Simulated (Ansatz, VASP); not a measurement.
# SnTe: VASP beside Ansatz

File INCAR:

```
SYSTEM = SnTe
PREC = Accurate
ENCUT = 520
EDIFF = 1E-7
ISMEAR = -1
SIGMA = 0.08
LREAL = .False.
LASPH = .True.
NELM = 80
ALGO = Normal
ISIF = 2
LWAVE = .False.
LCHARG = .False.
GGA = PS
NBANDS = 17
```

Contents of KPOINTS:

```
regular mesh
0
Gamma
  11 11 11
  0 0 0
```

The input POSCAR:

```
SnTe
1.0
    0.0000000000      3.1565000000      3.2196300000
    3.1565000000      0.0000000000      3.2196300000
    3.1565000000      3.1565000000      0.0000000000
Sn Te
1 1
Direct
    0.0000000000      0.0000000000      0.0000000000
    0.5000000000      0.5000000000      0.5000000000
```

Input for Ansatz:

```yaml
crystal:
  lattice:
    - [0.0, 3.1565, 3.21963]
    - [3.1565, 0.0, 3.21963]
    - [3.1565, 3.1565, 0.0]
  atoms:
    - { symbol: Sn, position: [0.0, 0.0, 0.0] }
    - { symbol: Te, position: [0.5, 0.5, 0.5] }
kpoints:
  mp_grid: { grid: [11, 11, 11] }
  band_path:
    path:
      - [0.0, 0.0, 0.0]
      - [0.0, 0.5, 0.5]
      - [0.25, 0.75, 0.5]
      - [0.0, 0.5, 0.0]
      - [0.0, 0.0, 0.0]
      - [0.5, 0.5, 0.0]
      - [0.3701460977, 0.6298539023, 0.0]
      - [-0.3701460977, 0.3701460977, 0.0]
      - [0.0, 0.0, 0.0]
    npoints: 5
scf:
  occupations: { method: fermi_dirac, width: 0.08 }
hamiltonian:
  xc: pbesol
  pseudopotentials: { kind: all_electron, lapw: { basis_error: 0.00025 } }
output:
  forces: true
  stress: true
  eigenvalues: true
```

Change from the starting cell: zz strain of +2 %.

Alike in both runs: task single point; functional PBEsol; k mesh 11 × 11 × 11; occupations fermi-dirac, width 0.08 eV; no spin polarisation.

|  | VASP | Ansatz |
| --- | --- | --- |
| version | VASP 6.6.1 | Ansatz 0.2.0 |
| potentials or method | VASP PAW PBE potentials, release 64 (Sn_d, Te), cutoff 520 eV | all-electron LAPW, scalar-relativistic |

|  | VASP | Ansatz | Ansatz less VASP |
| --- | --- | --- | --- |
| pressure (GPa) | -1.3 | -1.3 | 0.00 |
| traceless stress, the component that is largest in VASP (GPa) | -1.50 | -1.49 | +0.006 |

VASP's potentials were made for PBE, not for PBEsol. Ansatz ran all-electron here, and VASP with PAW potentials.

Neither program's run includes spin-orbit coupling.
